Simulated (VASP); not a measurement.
# Tc (P6_3/mmc) in VASP: density of states with PBE

Aim: the density of states of Tc with PBE.

Program: VASP 6.6.1. These are calculated values, not measurements. Logs are shortened: lines on timing, memory, paths and dates and some standing lists are left out, and cuts for length are marked.

## (1) The cell of the first run

Symmetry: P6_3/mmc, No. 194, hexagonal system. The conventional cell has a = 2.740 Å, b = 2.740 Å, c = 4.398 Å, α = 90.00°, β = 90.00°, γ = 120.00°. Within 3.6 Å of Tc (site symmetry -6m2) lie 12 Tc at 2.71 to 2.74 Å.

## (2) Density of states, PBE

POSCAR

```
Tc
1.0
    2.7400000000      0.0000000000      0.0000000000
   -1.3700000000      2.3729096064      0.0000000000
    0.0000000000      0.0000000000      4.3980000000
Tc
2
Direct
    0.3333333333      0.6666666667      0.2500000000
    0.6666666667      0.3333333333      0.7500000000
```

INCAR.step1

```
ALGO = Normal ; EDIFF = 1E-6
ENCUT = 520 ; GGA = PE
ISIF = 2 ; ISMEAR = 0
LASPH = True ; LCHARG = True
LMAXMIX = 4 ; LREAL = False
LWAVE = False ; NBANDS = 20
NELM = 60 ; PREC = Accurate
SIGMA = 0.05
```

KPOINTS.step1

```
k-points
0
Gamma
  15 15 8
```

INCAR.step2

```
ALGO = Normal ; EDIFF = 1E-6
ENCUT = 520 ; GGA = PE
ICHARG = 11 ; ISIF = 2
ISMEAR = -5 ; LASPH = True
LCHARG = False ; LMAXMIX = 4
LORBIT = 10 ; LREAL = False
LWAVE = False ; NBANDS = 20
NEDOS = 1001 ; NELM = 60
PREC = Accurate ; SIGMA = 0.05
```

KPOINTS.step2

```
k-points
0
Gamma
  23 23 12
```

Potentials or basis: VASP PAW PBE potentials, release 64 (Tc_pv).

The run is started by

```
cat potpaw_PBE.64/Tc_pv/POTCAR > POTCAR
cp INCAR.step1 INCAR
cp KPOINTS.step1 KPOINTS
mpirun -np 1 vasp_std > vasp.out
cp INCAR.step2 INCAR
cp KPOINTS.step2 KPOINTS
mpirun -np 1 vasp_std > vasp.out
```

OUTCAR:

```text
EDIFF = 1E-6
   ENCUT = 520
   GGA = PE
   ICHARG = 11
   ISIF = 2
   ISMEAR = -5
   LASPH = True
   LORBIT = 10
   LREAL = False
   NELM = 60
   PREC = Accurate

 ion  position               nearest neighbor table
   1  0.333  0.667  0.250-   2 2.71   2 2.71   2 2.71   2 2.71   2 2.71   2 2.71
   2  0.667  0.333  0.750-   1 2.71   1 2.71   1 2.71   1 2.71   1 2.71   1 2.71

  LATTYP: Found a hexagonal cell.
 ALAT       =     2.7400000000
 C/A-ratio  =     1.6051094891

  Lattice vectors:

 A1 = (   2.7400000000,   0.0000000000,   0.0000000000)
 A2 = (  -1.3700000000,   2.3729096064,   0.0000000000)
 A3 = (   0.0000000000,   0.0000000000,   4.3980000000)

Analysis of symmetry for initial positions (statically):
=====================================================================
 Subroutine PRICEL returns:
 Original cell was already a primitive cell.

 Routine SETGRP: Setting up the symmetry group for a
 hexagonal supercell.

 Subroutine GETGRP returns: Found 24 space group operations
 (whereof 12 operations were pure point group operations)
 out of a pool of 24 trial point group operations.

The static configuration has the point symmetry D_3d.
 The point group associated with its full space group is D_6h.

Analysis of symmetry for dynamics (positions and initial velocities):
=====================================================================
 Subroutine PRICEL returns:
 Original cell was already a primitive cell.

 Routine SETGRP: Setting up the symmetry group for a
 hexagonal supercell.

 Subroutine GETGRP returns: Found 24 space group operations
 (whereof 12 operations were pure point group operations)
 out of a pool of 24 trial point group operations.

The dynamic configuration has the point symmetry D_3d.
 The point group associated with its full space group is D_6h.

 Subroutine INISYM returns: Found 24 space group operations
 (whereof 12 operations are pure point group operations),
 and found     1 'primitive' translations

----------------------------------------------------------------------------------------

                                     Primitive cell

  volume of cell :      28.5948

  direct lattice vectors                    reciprocal lattice vectors
     2.740000000  0.000000000  0.000000000     0.364963504  0.210711777  0.000000000
    -1.370000000  2.372909606  0.000000000     0.000000000  0.421423554  0.000000000
     0.000000000  0.000000000  4.398000000     0.000000000  0.000000000  0.227376080

  length of vectors
     2.740000000  2.740000000  4.398000000     0.421423554  0.421423554  0.227376080

  position of ions in fractional coordinates (direct lattice)
     0.333333333  0.666666667  0.250000000
     0.666666667  0.333333333  0.750000000

  ion indices of the primitive-cell ions
   primitive index   ion index
                 1           1
                 2           2

----------------------------------------------------------------------------------------

 KPOINTS: k-points

Automatic generation of k-mesh.
 Grid dimensions read from file:
 generate k-points for:   23   23   12

 Generating k-lattice:

  Cartesian coordinates                     Fractional coordinates (reciprocal lattice)
     0.015867978  0.009161382  0.000000000     0.043478261  0.000000000  0.000000000
     0.000000000  0.018322763  0.000000000     0.000000000  0.043478261  0.000000000
     0.000000000  0.000000000  0.018948007     0.000000000  0.000000000  0.083333333

  Length of vectors
     0.018322763  0.018322763  0.018948007

  Shift w.r.t. Gamma in fractional coordinates (k-lattice)
     0.000000000  0.000000000  0.000000000

 TETIRR: Found   6486 inequivalent tetrahedra from    38088

 Subroutine IBZKPT returns following result:
 ===========================================

 Found    392 irreducible k-points:

 Following reciprocal coordinates:
            Coordinates               Weight
  0.000000  0.000000  0.000000      1.000000
  0.043478  0.000000  0.000000      6.000000
  0.086957  0.000000  0.000000      6.000000
  0.130435  0.000000  0.000000      6.000000
  0.173913  0.000000  0.000000      6.000000
  0.217391 -0.000000  0.000000      6.000000
[... 16 lines left out ...]
  0.478261  0.043478  0.000000      6.000000
  0.086957  0.086957  0.000000      6.000000
 [... further k-points ...]
   k-points           NKPTS =    392   k-points in BZ     NKDIM =    392   number of bands    NBANDS=     20
   number of dos      NEDOS =   1001   number of ions     NIONS =      2
   total plane-waves  NPLWV =  14400
   dimension x,y,z NGX =    20 NGY =   20 NGZ =   36
   dimension x,y,z NGXF=    40 NGYF=   40 NGZF=   72
   ions per type =               2
   NGX,Y,Z   is equivalent  to a cutoff of  12.13, 12.13, 13.61 a.u.
   NGXF,Y,Z  is equivalent  to a cutoff of  24.27, 24.27, 27.22 a.u.
 SYSTEM =  unknown system
   PREC   = accura    normal or accurate (medium, high low for compatibility)
   ISTART =      0    job   : 0-new  1-cont  2-samecut
   ICHARG =     11    charge: 1-file 2-atom 10-const
   ISPIN  =      1    spin polarized calculation?
   LNONCOLLINEAR =      F non collinear calculations
   LSORBIT =      F    spin-orbit coupling
   LASPH  =      T    aspherical Exc in radial PAW
   ENCUT  =  520.0 eV  38.22 Ry    6.18 a.u.   5.09  5.09  8.18*2*pi/ulx,y,z
   NELM   =     60;   NELMIN=  2; NELMDL=  0     # of ELM steps
   EDIFF  = 0.1E-05   stopping-criterion for ELM
   LREAL  =      F    real-space projection
[... 7 lines left out ...]
   TEBEG  =    0.0;   TEEND  =   0.0 temperature during run
   PSTRESS=    0.0 pullay stress
   NELECT =      26.0000    total number of electrons
   NUPDOWN=      -1.0000    fix difference up-down
   EMIN   =  10.00;   EMAX   =-10.00  energy-range for DOS
   EFERMI =   0.00;   METHOD = LEGACY
   ISMEAR =    -5;   SIGMA  =   0.05  broadening in eV -4-tet -1-fermi 0-gaus
   EFERMI_NEDOS =   21; number of points for ismear=-14 and -15
   IALGO  =     38    algorithm
   IMIX   =      4    mixing-type and parameters
     AMIX     =   0.40;   BMIX     =  1.00
     AMIX_MAG =   1.60;   BMIX_MAG =  1.00
  volume/ion in A,a.u.               =      14.30        96.48
  Fermi-wavevector in a.u.,A,eV,Ry     =   1.586002  2.997108 34.224109  2.515401
  Thomas-Fermi vector in A             =   2.685380
   LORBIT       =     10    0 simple, 1 ext, 2 COOP (PROOUT), +10 PAW based schemes
   GGA     = PE    functional components
   LHFCALC =     F    Hartree Fock is set to
   AEXX    =    0.0000 exact exchange contribution
   IVDW    =     0    specifies the selected vdW correction
   LEPSILON=     F    determine dielectric tensor
   LRPA    =     F    only Hartree local field effects (RPA)
 non-spin polarized calculation
 Fermi weights with tetrahedron method with Bloechl corrections
  energy-cutoff  :      520.00
  volume of cell :       28.59
 maximum number of plane-waves:       784

 number of electron      25.9999998 magnetization

 Free energy of the ion-electron system (eV)
  ---------------------------------------------------
  ext. energy  EPLUGINS =         0.00000000
  ---------------------------------------------------
  free energy    TOTEN  =       -20.69920071 eV

  energy without entropy =      -20.69920071  energy(sigma->0) =      -20.69920071

 E-fermi :  12.6497     XC(G=0): -13.8022

 val. band max:       12.7754852775   @ k =   0.3913  -0.0000   0.5000
 cond. band min:      12.5749169743   @ k =   0.3043   0.2174   0.5000
 fundamental gap:     -0.2005683032
 Fermi energy:        12.6496552328

 k-point     1 :       0.0000    0.0000    0.0000
  band No.  band energies     occupation
      1     -26.7846      2.00000
      2     -25.6768      2.00000
      3     -25.6768      2.00000
      4     -25.4910      2.00000
      5     -25.4910      2.00000
      6     -25.4527      2.00000
[... 12 lines left out ...]
     19      23.7312      0.00000
     20      26.9778      0.00000

 k-point     2 :       0.0435    0.0000    0.0000
  band No.  band energies     occupation
      1     -26.7769      2.00000
      2     -25.6945      2.00000
      3     -25.6826      2.00000
      4     -25.5095      2.00000
      5     -25.4935      2.00000
      6     -25.4559      2.00000
[... 12 lines left out ...]
     19      23.7222      0.00000
     20      27.1235      0.00000

 k-point     3 :       0.0870    0.0000    0.0000
  band No.  band energies     occupation
      1     -26.7539      2.00000
      2     -25.7463      2.00000
      3     -25.6994      2.00000
      4     -25.5631      2.00000
      5     -25.5008      2.00000
      6     -25.4657      2.00000
[... 12 lines left out ...]
     19      23.6899      0.00000
     20      27.5348      0.00000

 k-point     4 :       0.1304    0.0000    0.0000
  band No.  band energies     occupation
      1     -26.7166      2.00000
      2     -25.8284      2.00000
      3     -25.7254      2.00000
      4     -25.6468      2.00000
      5     -25.5128      2.00000
      6     -25.4820      2.00000
[... 12 lines left out ...]
     19      23.6238      0.00000
     20      28.1164      0.00000

 k-point     5 :       0.1739    0.0000    0.0000
  band No.  band energies     occupation
      1     -26.6663      2.00000
      2     -25.9345      2.00000
      3     -25.7583      2.00000
      4     -25.7532      2.00000
      5     -25.5289      2.00000
      6     -25.5050      2.00000
[... 12 lines left out ...]
     19      23.5195      0.00000
     20      28.5791      0.00000
[... 353 lines left out ...]
      6     -25.6441      2.00000
[... 12 lines left out ...]
     19      23.9190      0.00000
     20      24.4290      0.00000

 k-point    22 :       0.4348    0.0435    0.0000
  band No.  band energies     occupation
      1     -26.6004      2.00000
      2     -26.3824      2.00000
      3     -26.2247      2.00000
      4     -25.9647      2.00000
      5     -25.7691      2.00000
      6     -25.6533      2.00000
[... 12 lines left out ...]
     19      24.0933      0.00000
     20      24.9540      0.00000

 k-point    23 :       0.4783    0.0435    0.0000
  band No.  band energies     occupation
      1     -26.6174      2.00000
      2     -26.3974      2.00000
      3     -26.2056      2.00000
      4     -25.9699      2.00000
      5     -25.7837      2.00000
      6     -25.6564      2.00000
[... 12 lines left out ...]
     19      24.2204      0.00000
     20      25.1491      0.00000

 k-point    24 :       0.0870    0.0870    0.0000
  band No.  band energies     occupation
      1     -26.6947      2.00000
      2     -25.8609      2.00000
      3     -25.7777      2.00000
      4     -25.6605      2.00000
      5     -25.5300      2.00000
      6     -25.4918      2.00000
[... 12 lines left out ...]
     19      23.5835      0.00000
     20      28.4045      0.00000

 [... further k-points ...]

------------------------ aborting loop because EDIFF is reached ----------------------------------------

  FORCE on cell =-STRESS in cart. coord.  units (eV):
  Direction    XX          YY          ZZ          XY          YZ          ZX
  --------------------------------------------------------------------------------------
  -------------------------------------------------------------------------------------
  Total        0.4093100      0.4093100      0.3544821      0.0000000      0.0000000     -0.0000000
  in kB       22.9337963     22.9337963     19.8617683      0.0000000      0.0000000     -0.0000000
  external PRESSURE =      21.9097870 kB  Pullay stress =       0.0000000 kB

 VOLUME and BASIS-vectors are now :
 -----------------------------------------------------------------------------
  energy-cutoff  :      520.00
  volume of cell :       28.59
      direct lattice vectors                 reciprocal lattice vectors
     2.740000000  0.000000000  0.000000000     0.364963504  0.210711777  0.000000000
    -1.370000000  2.372909606  0.000000000     0.000000000  0.421423554  0.000000000
     0.000000000  0.000000000  4.398000000     0.000000000  0.000000000  0.227376080

 POSITION                                       TOTAL-FORCE (eV/Angst)
 -----------------------------------------------------------------------------------
     -0.00000      1.58194      1.09950        -0.000000      0.000000      0.000000
      1.37000      0.79097      3.29850         0.000000     -0.000000      0.000000
 -----------------------------------------------------------------------------------
    total drift:                               -0.000000      0.000000     -0.000000

  FREE ENERGIE OF THE ION-ELECTRON SYSTEM (eV)
  ---------------------------------------------------
  free  energy   TOTEN  =       -20.6992007069 eV

  energy  without entropy=      -20.6992007069  energy(sigma->0) =      -20.69920071

 total charge

# of ion       s       p       d       tot
------------------------------------------
    1        0.479   6.492   5.123  12.095
    2        0.479   6.492   5.123  12.095
--------------------------------------------------
tot          0.959  12.984  10.247  24.190
```

Run time: 83 s. Hardware: 1 thread of Oxide Virtual Turin-like, shared host; peak memory 0.26 GiB.

Results:

| Property | Result |
| --- | --- |
| Valence electrons inside the program's atomic spheres | Tc 12.10 |

Caveat: tetrahedron occupations give inexact forces and stress in metals.
